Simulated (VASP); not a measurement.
Here is a VASP 6.6.1 calculation.

INCAR

```
PREC = Accurate
ENCUT = 520
EDIFF = 1E-6
ISMEAR = -1
SIGMA = 0.05
LREAL = False
LASPH = True
NELM = 80
ALGO = Normal
ISIF = 2
LWAVE = False
LCHARG = False
GGA = B5
ALDAX = 1.0
AGGAX = 1.0
AGGAC = 1.0
ALDAC = 0.0
NBANDS = 20
```

KPOINTS

```
Automatic mesh
0
Gamma
  10 10 2
```

POSCAR

```
WS2
1.0
    3.2607109668      0.0000000000      0.0000000000
   -1.6303554834      2.8238585316      0.0000000000
    0.0000000000      0.0000000000     16.9524992252
W S
1 2
Direct
    0.0000000000      0.0000000000      0.0000000000
    0.3333333333      0.6666666667      0.0927205370
    0.3333333333      0.6666666667      0.9072794630
```

Potentials or basis: VASP PAW PBE potentials, release 64 (W_sv, S).

Launch:

```console
$ cat potpaw_PBE.64/W_sv/POTCAR potpaw_PBE.64/S/POTCAR > POTCAR
$ mpirun -np 1 vasp_std > vasp.out
```

Problem. Estimate the band gap on the k mesh.

Solution. 1.64 eV, indirect (least direct gap 1.92 eV).

Problem. Predict the largest force.

Solution. 0.034 eV/Å.

Forces in eV/Å, atoms in the order of the input:
```
W    0.000  0.000  0.000
S    0.000  0.000  0.034
S    0.000  0.000 -0.034
```

Caveat: the PAW data sets were made with another functional, which shifts forces and pressure a little; spin-orbit coupling is left out, which moves the levels of the heavy elements.
